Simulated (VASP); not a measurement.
Zn8S7 (a cell with a defect), 15 atoms in the cell. The cell holds a defect, 15 atoms: a = 6.305 Å, b = 7.688 Å, c = 7.688 Å, α = 120.00°, β = 90.00°, γ = 90.00°.  This cell differs from its parent crystal: atoms taken out, then relaxed in part.

* Program: VASP 6.6.1
* Task: single point
* Functional: PBE
* Potentials or basis: VASP PAW PBE potentials, release 64 (Zn, S)
* Cutoff: 520 eV
* k mesh: 2 × 2 × 2
* Occupations: gaussian, width 0.01 eV
* Spin: no spin polarisation
* Dipole correction: no
* Charge: 2
* Further INCAR settings: LREAL = Auto; ALGO = Normal; EDIFF = 1e-07; NBANDS = 82; NELECT = 136.0

Potentials or basis: VASP PAW PBE potentials, release 64 (Zn, S).

The run is started by

```console
$ cat potpaw_PBE.64/Zn/POTCAR potpaw_PBE.64/S/POTCAR > POTCAR
$ mpirun -np 1 vasp_std > vasp.out
```

Hardware: 1 thread of Intel(R) Xeon(R) 6975P-C (Granite Rapids), on a shared host.

**Question.** How long does it take, and how much memory?

**Answer.** Wall time 2.3 min on 1 thread of Intel(R) Xeon(R) 6975P-C (Granite Rapids), with other jobs on the host, peak memory 0.42 GiB. Counts: scf iterations 20, k points 4.
